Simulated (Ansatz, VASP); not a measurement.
Two plane-wave programs on Hg

```xyz
1
Lattice="0.0000 2.2696 2.2696 2.2696 0.0000 2.2696 2.2696 2.2696 0.0000" Properties=species:S:1:pos:R:3 pbc="T T T"
Hg    0.0000    0.0000    0.0000
```

Alike in both runs: task single point; functional PBE; dispersion D3(BJ); k mesh 16 × 16 × 16; occupations gaussian, width 0.1 eV; no spin polarisation.

|  | VASP | Ansatz |
| --- | --- | --- |
| version | VASP 6.6.1 | Ansatz 0.2.0 |
| potentials or method | VASP PAW PBE potentials, release 64 (Hg), cutoff 520 eV | scalar-relativistic, plane waves, PAW |
| valence electrons in the cell | 12 | 20 |

Ansatz gave:

| Quantity | Value |
| --- | --- |
| gap on the k mesh at the Fermi level (eV) | none |
| pressure (GPa) | 1.7 |

What did VASP give for the same quantities?

gap on the k mesh at the Fermi level (eV): none; pressure (GPa): 2.0.

A gap of «none» marks a metal or a gap that the smearing closes. VASP's potentials hold 12 valence electrons a cell and Ansatz's 20, so a difference there can come from the potentials and not from the codes.

Spin-orbit coupling is off throughout.
